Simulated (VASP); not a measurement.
Input of a VASP 6.6.1 run:

INCAR

```
  ALGO = Normal
  EDIFF = 1E-6
  ENCUT = 520
  GGA = PE
  ISIF = 2
  ISMEAR = -1
  LASPH = T
  LCHARG = F
  LREAL = Auto
  LWAVE = F
  NBANDS = 89
  NELM = 100
  PREC = Accurate
  SIGMA = 0.01
```

Contents of KPOINTS:

```
Automatic mesh
0
Gamma
  1 1 1
  0.25 0.25 0.25
```

File POSCAR:

```
Mg16O17
1.0
   -4.2543812300      4.2543812300      4.2543812300
    4.2543812300     -4.2543812300      4.2543812300
    4.2543812300      4.2543812300     -4.2543812300
Mg O
16 17
Direct
   -0.0002861133     -0.0001106779      0.0072632897
   -0.0010079077      0.2495286401      0.7569118793
   -0.0002970853      0.4998806165      0.5072575693
    0.0004351471      0.7502504177      0.2576334200
    0.2493558264     -0.0008309071      0.7569121167
    0.2348433686      0.2350167962      0.5085781451
    0.2348391744      0.4998838370      0.2410701270
    0.2493433749      0.7502447435      0.0072611319
    0.4997062006     -0.0001223540      0.5072590335
    0.4997090915      0.2350148017      0.2410728372
    0.4997111287      0.4998869712      0.0073074912
    0.4997055672      0.7647661262      0.7734533774
    0.7500759291      0.0006111101      0.2576339999
    0.7500690783      0.2495176748      0.0072584388
    0.7645839305      0.4998803823      0.7734580477
    0.7645824948      0.7647575769      0.5059596718
   -0.0002944269     -0.0001192256      0.5072526394
    0.0023165689      0.2511841203      0.2585635659
   -0.0002793341      0.4998839411      0.0072603837
   -0.0028962822      0.7485944759      0.7559589791
    0.2510094815      0.0024913607      0.2585640710
    0.2403274658      0.2405042361     -0.0085476066
    0.2402884335      0.4998866444      0.7636575015
    0.2510110507      0.7485726715      0.5072581566
    0.4997097384     -0.0001029280      0.0072601163
    0.4997139807      0.2404615857      0.7636583986
    0.4997002689      0.4998778283      0.4100436107
    0.4997045277      0.7592873143      0.2508424899
    0.7484167616     -0.0027218686      0.7559577574
    0.7483957228      0.2511847846      0.5072576987
    0.7591147113      0.4998785185      0.2508440572
    0.7591067844      0.7592813609      0.0230717684
    0.4997212994      0.4998973383      0.6044927847
```

Potentials or basis: VASP PAW PBE potentials, release 64 (Mg, O).

Run with:

```sh
$ cat potpaw_PBE.64/Mg/POTCAR potpaw_PBE.64/O/POTCAR > POTCAR
$ mpirun -np 1 vasp_std > vasp.out
```

(1) What does it give for the largest force?

(2) Estimate the pressure.

## Answers

(1) 0.256 eV/Å.

(2) 6.5 GPa.

Caveat: the k points lie up to 1.04 Å⁻¹ apart.
